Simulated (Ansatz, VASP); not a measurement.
## Two plane-wave programs on Sn3PdO8

```xyz
12
Lattice="4.7374 0.0000 0.0000 0.0000 4.7374 0.0000 0.0000 0.0000 6.3728" Properties=species:S:1:pos:R:3 pbc="T T T"
Pd    0.0000    0.0000    6.3728
Sn    0.0000    0.0000    3.1864
Sn    2.3687    2.3687    1.5702
Sn    2.3687    2.3687    4.8026
O     1.4225    1.4225    6.3728
O     1.4608    1.4608    3.1864
O     0.8987    3.8387    1.5555
O     0.8987    3.8387    4.8173
O     3.3148    3.3148    6.3728
O     3.2765    3.2765    3.1864
O     3.8387    0.8987    1.5555
O     3.8387    0.8987    4.8173
```

Alike in both runs: task single point; functional PBEsol; k mesh 4 × 4 × 3; occupations gaussian, width 0.05 eV; collinear spin; Hubbard terms Pd d U = 2.0 eV.

|  | VASP | Ansatz |
| --- | --- | --- |
| version | VASP 6.6.1 | Ansatz 0.2.0 |
| potentials or method | VASP PAW PBE potentials, release 64 (Pd, Sn_d, O), cutoff 520 eV | scalar-relativistic, plane waves, PAW |
| valence electrons in the cell | 100 | 108 |

|  | VASP | Ansatz | Ansatz less VASP |
| --- | --- | --- | --- |
| gap on the k mesh at the Fermi level (eV) | 0.59 | 0.62 | +0.022 |
| least direct gap on the mesh (eV) | 0.61 | 0.63 | +0.022 |
| pressure (GPa) | -2.5 | -2.2 | +0.28 |
| traceless stress, the component that is largest in VASP (GPa) | -1.01 | -0.90 | +0.106 |
| rms of the force components (eV/Å) | 0.084 | 0.003 | -0.0819 |

VASP's potentials were made for PBE, not for PBEsol. The programs project onto different local orbitals, so the same U acts differently, and such runs can settle in different states. Atom by atom the forces differ by 0.084 eV/Å (rms over components). VASP's potentials hold 100 valence electrons a cell and Ansatz's 108, so a difference there can come from the potentials and not from the codes. Ansatz's warnings: seeded moment not kept, specified occupation not kept, symmetry narrowed by occupation matrices.
